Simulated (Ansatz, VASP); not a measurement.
NbH2 in VASP and in Ansatz

```
Nb H
1.0
     0.00000    1.99483    2.24769
     2.50056    0.00000    2.24769
     2.50056    1.99483    0.00000
Nb H
1 2
Direct
  0.00000 0.00000 0.00000
  0.25000 0.25000 0.25000
  0.75000 0.75000 0.75000
```

Change from the starting cell: strain +0.1125 x Voigt [1, -1, 0, 0, 0, 0], atoms carried along.

Alike in both runs: task single point; functional LDA; k mesh 18 × 18 × 18; occupations gaussian, width 0.15 eV; no spin polarisation.

```csv
,VASP,Ansatz
version,VASP 6.6.1,Ansatz 0.2.0
potentials or method,"VASP PAW LDA potentials, release 64 (Nb_sv, H), cutoff 520 eV","scalar-relativistic, plane waves, PAW"
valence electrons in the cell,15,15
```

Ansatz gave:

| Quantity | Value |
| --- | --- |
| gap on the k mesh at the Fermi level (eV) | none |
| pressure (GPa) | 1.9 |
| traceless stress, the component that is largest in VASP (GPa) | -11.62 |

Question: Estimate VASP's values.

Answer: gap on the k mesh at the Fermi level (eV): none; pressure (GPa): 1.7; traceless stress, the component that is largest in VASP (GPa): -11.64.

LDA's correlation is that of Perdew and Zunger in VASP and of Perdew and Wang (1992) in Ansatz. A gap of «none» marks a metal or a gap that the smearing closes.
